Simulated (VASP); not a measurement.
# K3In3Si2Au in VASP: further runs

Aim: see how the results for K3In3Si2Au move with the level of theory and the settings. Levels: PBEsol, PBE+U. Tasks: single point.

All numbers are computed with VASP 6.6.1; they aren't measurements. Logs are shortened: lines on timing, memory, paths and dates and some standing lists are left out, and cuts for length are marked.

## 1. The cell of the first run

The typed cell holds 9 atoms: a = 7.870 Å, b = 7.870 Å, c = 4.756 Å, α = 90.00°, β = 90.00°, γ = 120.00°.

## 2. Single point, PBEsol

The input, INCAR:

```
PREC = Accurate
ENCUT = 520
EDIFF = 1E-6
ISMEAR = 1
SIGMA = 0.0209
LREAL = F
LASPH = T
NELM = 100
ALGO = Normal
ISIF = 2
LWAVE = F
LCHARG = F
GGA = PS
NBANDS = 52
```

The input, KPOINTS:

```
Automatic mesh
0
Gamma
  3 3 4
```

The input, POSCAR:

```
K3In3Si2Au
1.0
    7.8696250000      0.0000000000      0.0000000000
   -3.9348120000      6.8153000000      0.0000000000
    0.0000000000      0.0000000000      4.7560060000
K Au In Si
3 1 3 2
Direct
    0.4197000000      0.0000000000      0.5000000000
    0.5803000000      0.5803000000      0.5000000000
    0.0000000000      0.4197000000      0.5000000000
    0.0000000000      0.0000000000      0.5000000000
    0.7512000000      0.0000000000      0.0000000000
    0.2488000000      0.2488000000      0.0000000000
    0.0000000000      0.7512000000      0.0000000000
    0.3333000000      0.6667000000      0.0000000000
    0.6667000000      0.3333000000      0.0000000000
```

Potentials or basis: VASP PAW PBE potentials, release 64 (K_sv, Au, In_d, Si).

On the command line:

```bash
cat potpaw_PBE.64/K_sv/POTCAR potpaw_PBE.64/Au/POTCAR potpaw_PBE.64/In_d/POTCAR potpaw_PBE.64/Si/POTCAR > POTCAR
mpirun -np 1 vasp_std > vasp.out
```

OUTCAR:

```text
PREC = Accurate
   ENCUT = 520
   EDIFF = 1E-6
   ISMEAR = 1
   LREAL = F
   LASPH = T
   NELM = 100
   ISIF = 2
   GGA = PS

 ion  position               nearest neighbor table
   1  0.420  0.000  0.500-   4 3.30   8 3.35   8 3.35   9 3.35   9 3.35   5 3.53   5 3.53   6 3.73
                             6 3.73   7 3.73   7 3.73
   2  0.580  0.580  0.500-   4 3.30   8 3.35   8 3.35   9 3.35   9 3.35   6 3.53   6 3.53   7 3.73
                             7 3.73   5 3.73   5 3.73
   3  0.000  0.420  0.500-   4 3.30   9 3.35   9 3.35   8 3.35   8 3.35   7 3.53   7 3.53   6 3.73
                             6 3.73   5 3.73   5 3.73
   4  0.000  0.000  0.500-   5 3.08   5 3.08   7 3.08   7 3.08   6 3.08   6 3.08   1 3.30   3 3.30
                             2 3.30
   5  0.751  0.000  0.000-   9 3.01   8 3.01   4 3.08   4 3.08   7 3.39   6 3.39   1 3.53   1 3.53
                             2 3.73   2 3.73   3 3.73   3 3.73
   6  0.249  0.249  0.000-   9 3.01   8 3.01   4 3.08   4 3.08   5 3.39   7 3.39   2 3.53   2 3.53
                             3 3.73   3 3.73   1 3.73   1 3.73
   7  0.000  0.751  0.000-   8 3.01   9 3.01   4 3.08   4 3.08   5 3.39   6 3.39   3 3.53   3 3.53
                             2 3.73   2 3.73   1 3.73   1 3.73
   8  0.333  0.667  0.000-   7 3.01   5 3.01   6 3.01   1 3.35   1 3.35   3 3.35   3 3.35   2 3.35
                             2 3.35
   9  0.667  0.333  0.000-   5 3.01   7 3.01   6 3.01   3 3.35   3 3.35   1 3.35   1 3.35   2 3.35
                             2 3.35

  LATTYP: Found a hexagonal cell.
 ALAT       =     7.8696250000
 C/A-ratio  =     0.6043497625

  Lattice vectors:

 A1 = (   7.8696250000,   0.0000000000,   0.0000000000)
 A2 = (  -3.9348120000,   6.8153000000,   0.0000000000)
 A3 = (   0.0000000000,   0.0000000000,   4.7560060000)

Analysis of symmetry for initial positions (statically):
=====================================================================
 Subroutine PRICEL returns:
 Original cell was already a primitive cell.

 Routine SETGRP: Setting up the symmetry group for a
 hexagonal supercell.

 Subroutine GETGRP returns: Found  4 space group operations
 (whereof  4 operations were pure point group operations)
 out of a pool of 24 trial point group operations.

The static configuration has the point symmetry C_2v.

Analysis of symmetry for dynamics (positions and initial velocities):
=====================================================================
 Subroutine PRICEL returns:
 Original cell was already a primitive cell.

 Routine SETGRP: Setting up the symmetry group for a
 hexagonal supercell.

 Subroutine GETGRP returns: Found  4 space group operations
 (whereof  4 operations were pure point group operations)
 out of a pool of 24 trial point group operations.

The dynamic configuration has the point symmetry C_2v.

 Subroutine INISYM returns: Found  4 space group operations
 (whereof  4 operations are pure point group operations),
 and found     1 'primitive' translations

----------------------------------------------------------------------------------------

                                     Primitive cell

  volume of cell :     255.0829

  direct lattice vectors                    reciprocal lattice vectors
     7.869625000  0.000000000  0.000000000     0.127070858  0.073364333  0.000000000
    -3.934812000  6.815300000  0.000000000     0.000000000  0.146728684  0.000000000
     0.000000000  0.000000000  4.756006000     0.000000000  0.000000000  0.210260458

  length of vectors
     7.869625000  7.869628934  4.756006000     0.146728757  0.146728684  0.210260458

  position of ions in fractional coordinates (direct lattice)
     0.419700000  0.000000000  0.500000000
     0.580300000  0.580300000  0.500000000
     1.000000000  0.419700000  0.500000000
     0.000000000  0.000000000  0.500000000
     0.751200000  0.000000000  0.000000000
     0.248800000  0.248800000  0.000000000
     1.000000000  0.751200000  0.000000000
     0.333300000  0.666700000  0.000000000
     0.666700000  0.333300000  0.000000000

  ion indices of the primitive-cell ions
   primitive index   ion index
                 1           1
                 2           2
                 3           3
                 4           4
                 5           5
                 6           6
                 7           7
                 8           8
                 9           9

----------------------------------------------------------------------------------------

 KPOINTS: Automatic mesh

Automatic generation of k-mesh.
 Grid dimensions read from file:
 generate k-points for:    3    3    4

 Generating k-lattice:

  Cartesian coordinates                     Fractional coordinates (reciprocal lattice)
     0.042356953  0.024454778  0.000000000     0.333333333 -0.000000000  0.000000000
     0.000000000  0.048909561  0.000000000     0.000000000  0.333333333  0.000000000
     0.000000000  0.000000000  0.052565115     0.000000000  0.000000000  0.250000000

  Length of vectors
     0.048909586  0.048909561  0.052565115

  Shift w.r.t. Gamma in fractional coordinates (k-lattice)
     0.000000000  0.000000000  0.000000000

 Subroutine IBZKPT returns following result:
 ===========================================

 Found     12 irreducible k-points:

 Following reciprocal coordinates:
            Coordinates               Weight
  0.000000  0.000000  0.000000      1.000000
  0.333333 -0.000000  0.000000      4.000000
 -0.333333  0.333333  0.000000      2.000000
  0.333333  0.333333  0.000000      2.000000
  0.000000  0.000000  0.250000      2.000000
  0.333333 -0.000000  0.250000      8.000000
 -0.333333  0.333333  0.250000      4.000000
  0.333333  0.333333  0.250000      4.000000
  0.000000  0.000000  0.500000      1.000000
  0.333333 -0.000000  0.500000      4.000000
 -0.333333  0.333333  0.500000      2.000000
  0.333333  0.333333  0.500000      2.000000
   k-points           NKPTS =     12   k-points in BZ     NKDIM =     12   number of bands    NBANDS=     52
   number of dos      NEDOS =    301   number of ions     NIONS =      9
   total plane-waves  NPLWV = 129600
   dimension x,y,z NGX =    60 NGY =   60 NGZ =   36
   dimension x,y,z NGXF=   120 NGYF=  120 NGZF=   72
   ions per type =               3   1   3   2
   NGX,Y,Z   is equivalent  to a cutoff of  12.68, 12.68, 12.58 a.u.
   NGXF,Y,Z  is equivalent  to a cutoff of  25.35, 25.35, 25.17 a.u.
 SYSTEM =  unknown system
   PREC   = accura    normal or accurate (medium, high low for compatibility)
   ISTART =      0    job   : 0-new  1-cont  2-samecut
   ICHARG =      2    charge: 1-file 2-atom 10-const
   ISPIN  =      1    spin polarized calculation?
   LNONCOLLINEAR =      F non collinear calculations
   LSORBIT =      F    spin-orbit coupling
   LASPH  =      T    aspherical Exc in radial PAW
   ENCUT  =  520.0 eV  38.22 Ry    6.18 a.u.  14.63 14.63  8.84*2*pi/ulx,y,z
   NELM   =    100;   NELMIN=  2; NELMDL= -5     # of ELM steps
   EDIFF  = 0.1E-05   stopping-criterion for ELM
   LREAL  =      F    real-space projection
   EDIFFG = 0.1E-04   stopping-criterion for IOM
   NSW    =      0    number of steps for IOM
   IBRION =     -1    ionic relax: 0-MD 1-quasi-New 2-CG
   NFREE  =      0    steps in history (QN), initial steepest desc. (CG)
   ISIF   =      2    stress and relaxation
   ISYM   =      2    0-nonsym 1-usesym 2-fastsym
   POTIM  = 0.5000    time-step for ionic-motion
   TEBEG  =    0.0;   TEEND  =   0.0 temperature during run
   PSTRESS=    0.0 pullay stress
   NELECT =      85.0000    total number of electrons
   NUPDOWN=      -1.0000    fix difference up-down
   EMIN   =  10.00;   EMAX   =-10.00  energy-range for DOS
   EFERMI =   0.00;   METHOD = LEGACY
   ISMEAR =     1;   SIGMA  =   0.02  broadening in eV -4-tet -1-fermi 0-gaus
   EFERMI_NEDOS =   21; number of points for ismear=-14 and -15
   IALGO  =     38    algorithm
   IMIX   =      4    mixing-type and parameters
     AMIX     =   0.40;   BMIX     =  1.00
     AMIX_MAG =   1.60;   BMIX_MAG =  1.00
  volume/ion in A,a.u.               =      28.34       191.26
  Fermi-wavevector in a.u.,A,eV,Ry     =   1.134978  2.144797 17.526677  1.288174
  Thomas-Fermi vector in A             =   2.271682
   LORBIT       =      0    0 simple, 1 ext, 2 COOP (PROOUT), +10 PAW based schemes
   GGA     = PS    functional components
   LHFCALC =     F    Hartree Fock is set to
   AEXX    =    0.0000 exact exchange contribution
   IVDW    =     0    specifies the selected vdW correction
   LEPSILON=     F    determine dielectric tensor
   LRPA    =     F    only Hartree local field effects (RPA)
 non-spin polarized calculation
 Methfessel and Paxton  Order N= 1 SIGMA  =   0.02
  energy-cutoff  :      520.00
  volume of cell :      255.08
 maximum number of plane-waves:      6894
 NGX is ok and might be reduce to    60
   NGX = 29   NGY = 29   NGZ = 17

 number of electron      85.0000013 magnetization

 Free energy of the ion-electron system (eV)
  ---------------------------------------------------
  ext. energy  EPLUGINS =         0.00000000
  ---------------------------------------------------
  free energy    TOTEN  =       -26.90568824 eV

  energy without entropy =      -26.90436741  energy(sigma->0) =      -26.90524796

 E-fermi :   3.6634     XC(G=0):  -9.1821

 val. band max:        3.6561370196   @ k =   0.0000   0.0000   0.5000
 cond. band min:       3.6682331151   @ k =   0.3333   0.3333   0.2500
 fundamental gap:      0.0120960954
 Fermi energy:         3.6633537702

 k-point     1 :       0.0000    0.0000    0.0000
  band No.  band energies     occupation
      1     -26.3091      2.00000
      2     -26.2942      2.00000
      3     -26.2939      2.00000
      4     -10.6994      2.00000
      5     -10.6762      2.00000
      6     -10.6762      2.00000
[... 44 lines left out ...]
     51       7.1236      0.00000
     52       8.0722      0.00000
[... 603 lines left out ...]
     51       8.2086      0.00000
     52       8.5021      0.00000

------------------------ aborting loop because EDIFF is reached ----------------------------------------

  FORCE on cell =-STRESS in cart. coord.  units (eV):
  Direction    XX          YY          ZZ          XY          YZ          ZX
  --------------------------------------------------------------------------------------
  -------------------------------------------------------------------------------------
  Total       -5.2522496     -5.2485793     -0.8024053      0.0031846      0.0000000      0.0000000
  in kB      -32.9894086    -32.9663556     -5.0399123      0.0200026      0.0000000      0.0000000
  external PRESSURE =     -23.6652255 kB  Pullay stress =       0.0000000 kB

 VOLUME and BASIS-vectors are now :
 -----------------------------------------------------------------------------
  energy-cutoff  :      520.00
  volume of cell :      255.08
      direct lattice vectors                 reciprocal lattice vectors
     7.869625000  0.000000000  0.000000000     0.127070858  0.073364333  0.000000000
    -3.934812000  6.815300000  0.000000000     0.000000000  0.146728684  0.000000000
     0.000000000  0.000000000  4.756006000     0.000000000  0.000000000  0.210260458

 POSITION                                       TOTAL-FORCE (eV/Angst)
 -----------------------------------------------------------------------------------
      3.30288      0.00000      2.37800        -0.084598      0.000192      0.000000
      2.28337      3.95492      2.37800         0.042102      0.072924      0.000000
     -1.65144      2.86038      2.37800         0.042466     -0.073168      0.000000
      0.00000      0.00000      2.37800         0.000027      0.000048      0.000000
      5.91166      0.00000      0.00000        -0.031356     -0.000167      0.000000
      0.97898      1.69565      0.00000         0.015562      0.026955      0.000000
     -2.95583      5.11965      0.00000         0.015534     -0.027239      0.000000
     -0.00039      4.54376      0.00000         0.000932     -0.000234      0.000000
      3.93521      2.27154      0.00000        -0.000669      0.000690      0.000000
 -----------------------------------------------------------------------------------
    total drift:                               -0.000031     -0.000021      0.000000

  FREE ENERGIE OF THE ION-ELECTRON SYSTEM (eV)
  ---------------------------------------------------
  free  energy   TOTEN  =       -26.9056882355 eV

  energy  without entropy=      -26.9043674051  energy(sigma->0) =      -26.90524796
```

Run time: 5.4 min. Hardware: 1 thread of Intel Xeon 8259CL, shared host; peak memory 0.43 GiB.

Results:

- Free energy: -26.9057 eV
- Pressure: -2.4 GPa
- Largest force: 0.085 eV/Å
- Band gap on the k mesh: zero (an odd number of electrons rules out a gap without spin polarisation)

Forces on the atoms (eV/Å):
```
K   -0.085  0.000  0.000
K    0.042  0.073  0.000
K    0.042 -0.073  0.000
Au   0.000  0.000  0.000
In  -0.031  0.000  0.000
In   0.016  0.027  0.000
In   0.016 -0.027  0.000
Si   0.001  0.000  0.000
Si  -0.001  0.001  0.000
```

Caveat: the PAW data sets were made with another functional, which shifts forces and pressure a little; spin-orbit coupling is left out, which moves the levels of the heavy elements.

## 3. Single point, PBE+U

The input, INCAR:

```
SYSTEM = K3In3Si2Au
PREC     = Accurate       ! precision mode
ENCUT    = 520            ! plane-wave cutoff, eV
EDIFF    = 1E-6           ! SCF threshold, eV
ISMEAR   = 1              ! smearing method
SIGMA    = 0.0209         ! smearing width, eV
LREAL    = .FALSE.        ! projectors in reciprocal space
LASPH    = .TRUE.         ! aspherical terms in the spheres
NELM     = 150            ! most SCF steps
ALGO     = Normal         ! electronic algorithm
ISIF     = 2              ! what is computed and relaxed
LWAVE    = .FALSE.        ! write WAVECAR
LCHARG   = .FALSE.        ! write CHGCAR
LMAXMIX  = 4              ! l up to which the mixer works
LDAU     = .TRUE.         ! DFT+U
LDAUTYPE = 2            
LDAUL    = -1 2 -1 -1     ! shell
LDAUU    = 0 3 0 0        ! U, eV
LDAUJ    = 0 0 0 0      
LDAUPRINT= 1            
GGA      = PE             ! functional
NBANDS   = 52             ! bands
```

The input, KPOINTS:

```
Automatic mesh
0
G
  3 3 4
  0 0 0
```

POSCAR is that of step 2.

Potentials or basis: VASP PAW PBE potentials, release 64 (K_sv, Au, In_d, Si).

On the command line:

```bash
cat potpaw_PBE.64/K_sv/POTCAR potpaw_PBE.64/Au/POTCAR potpaw_PBE.64/In_d/POTCAR potpaw_PBE.64/Si/POTCAR > POTCAR
mpirun -np 1 vasp_std > vasp.out
```

It took 4.9 min on 1 thread of Intel Xeon 8259CL, shared host; peak memory 0.44 GiB.

It converged, with:

| Item | Value |
| --- | --- |
| Free energy | -22.6631 eV |
| Pressure | -0.2 GPa |
| Largest force | 0.162 eV/Å |
| Band gap on the k mesh | zero (an odd number of electrons rules out a gap without spin polarisation) |

Forces in eV/Å, atoms in the order of the input:
```
K   -0.058  0.000  0.000
K    0.029  0.050  0.000
K    0.029 -0.050  0.000
Au   0.000  0.000  0.000
In  -0.162  0.000  0.000
In   0.081  0.140  0.000
In   0.081 -0.140  0.000
Si   0.001  0.000  0.000
Si  -0.001  0.001  0.000
```

Stress tensor (GPa, compression positive):
```
-1.26  0.00  0.00
 0.00 -1.26  0.00
 0.00  0.00  1.82
```

Levels at points of the mesh, in eV from the Fermi level:
| k point | band 40 | band 41 | band 42 | band 43 | band 44 | band 45 |
| --- | --- | --- | --- | --- | --- | --- |
| (0.00, 0.00, 0.00) | -0.22 | 0.19 | 0.35 | 0.90 | 0.90 | 1.66 |
| (0.00, 0.00, 0.50) | -1.52 | -1.18 | -0.31 | 0.01 | 0.01 | 1.52 |

Eigenvalues of the final occupation matrices:
```csv
site,spin,trace,eigenvalues
site 4 d,1,4.46,0.88 0.88 0.90 0.90 0.90
site 4 d,2,4.46,0.88 0.88 0.90 0.90 0.90
```

Caveat: spin-orbit coupling is left out, which moves the levels of the heavy elements; U without spin polarisation on a metal has little footing; the U is typed as a test and isn't derived for this compound.

The gap in the log of VASP goes by the Fermi energy; the results here count the filled bands.